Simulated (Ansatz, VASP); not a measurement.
## Two plane-wave programs on Al2Cu

INCAR

```
PREC = Accurate
ENCUT = 520
EDIFF = 1E-6
ISMEAR = 0
SIGMA = 0.15
LREAL = False
LASPH = True
NELM = 80
ALGO = Fast
ISIF = 2
LWAVE = False
LCHARG = False
GGA = PS
NBANDS = 26
```

The input KPOINTS:

```
Automatic mesh
0
Gamma
  10 10 10
```

File POSCAR:

```
Al2Cu
1.0
   -3.0864000000      3.0864000000      2.4379500000
    3.0864000000     -3.0864000000      2.4379500000
    3.0864000000      3.0864000000     -2.4379500000
Al Cu
4 2
Direct
    0.1593210787      0.6593210787      0.8186421574
    0.6593210787      0.8406789213      0.5000000000
    0.8406789213      0.3406789213      0.1813578426
    0.3406789213      0.1593210787      0.5000000000
    0.7500000000      0.7500000000      0.0000000000
    0.2500000000      0.2500000000      0.0000000000
```

Input for Ansatz:

```yaml
crystal:
  lattice:
    - [-3.0864, 3.0864, 2.43795]
    - [3.0864, -3.0864, 2.43795]
    - [3.0864, 3.0864, -2.43795]
  atoms:
    - { symbol: Al, position: [0.1593210787, 0.6593210787, 0.8186421574] }
    - { symbol: Al, position: [0.6593210787, 0.8406789213, 0.5] }
    - { symbol: Al, position: [0.8406789213, 0.3406789213, 0.1813578426] }
    - { symbol: Al, position: [0.3406789213, 0.1593210787, 0.5] }
    - { symbol: Cu, position: [0.75, 0.75, 0.0] }
    - { symbol: Cu, position: [0.25, 0.25, 0.0] }
basis:
  ecutwfc: 520.0
kpoints:
  mp_grid: { grid: [10, 10, 10] }
hamiltonian:
  xc: pbesol
  pseudopotentials: { kind: paw, azcp: { folder: soft_1 } }
scf:
  occupations: { method: gaussian, width: 0.15 }
output:
  forces: true
  stress: true
  eigenvalues: true
```

Alike in both runs: task single point; functional PBEsol; k mesh 10 × 10 × 10; occupations gaussian, width 0.15 eV; no spin polarisation.

```csv
,VASP,Ansatz
version,VASP 6.6.1,Ansatz 0.2.0
potentials or method,"VASP PAW PBE potentials, release 64 (Al, Cu), cutoff 520 eV","scalar-relativistic, plane waves, PAW"
valence electrons in the cell,34,50
```

VASP gave:

| Item | Value |
| --- | --- |
| gap on the k mesh at the Fermi level (eV) | none |
| pressure (GPa) | -6.2 |
| traceless stress, the component that is largest in VASP (GPa) | 1.51 |

Problem. Estimate Ansatz's values.

Solution. gap on the k mesh at the Fermi level (eV): none; pressure (GPa): -6.4; traceless stress, the component that is largest in VASP (GPa): 1.48.

VASP's potentials were made for PBE, not for PBEsol, and Ansatz warns of the same on its side. A gap of «none» marks a metal or a gap that the smearing closes. The functional is the same, so the differences come from potentials, cutoffs and numerics. VASP's potentials hold 34 valence electrons a cell and Ansatz's 50, so a difference there can come from the potentials and not from the codes.
